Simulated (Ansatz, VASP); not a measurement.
**One calculation of In3Cu, two programs**

```
In Cu
1.0
     4.08701    0.00000    0.00000
     0.00000    4.08701    0.00000
     0.00000    0.00000    5.41853
In Cu
3 1
Direct
  0.50000 0.00000 0.53714
  0.00000 0.50000 0.53714
  0.00000 0.00000 0.21044
  0.00000 0.00000 0.69185
```

Alike in both runs: task relaxation of cell and atoms; functional PBE; k mesh 4 × 4 × 4; occupations gaussian, width 0.1 eV; no spin polarisation.

|  | VASP | Ansatz |
| --- | --- | --- |
| version | VASP 6.6.1 | Ansatz 0.2.0 |
| potentials or method | VASP PAW PBE potentials, release 64 (In_d, Cu), cutoff 600 eV | scalar-relativistic, plane waves, PAW |
| valence electrons in the cell | 50 | 58 |

```csv
,VASP,Ansatz,Ansatz less VASP
"gap on the k mesh at the Fermi level, each at its own relaxed structure (eV)",none,none,-
relaxed volume (Å³/atom),33.22,33.23,+0.017
relaxed cell length with the largest relative difference (Å),5.150,5.105,-0.0457
```

A gap of «none» marks a metal or a gap that the smearing closes. VASP's potentials hold 50 valence electrons a cell and Ansatz's 58, so a difference there can come from the potentials and not from the codes.

The k mesh is coarse, so the values compare programs but aren't converged. Noted on VASP's run: the volume moved by over 15 % at a fixed basis, so the end points are rough.
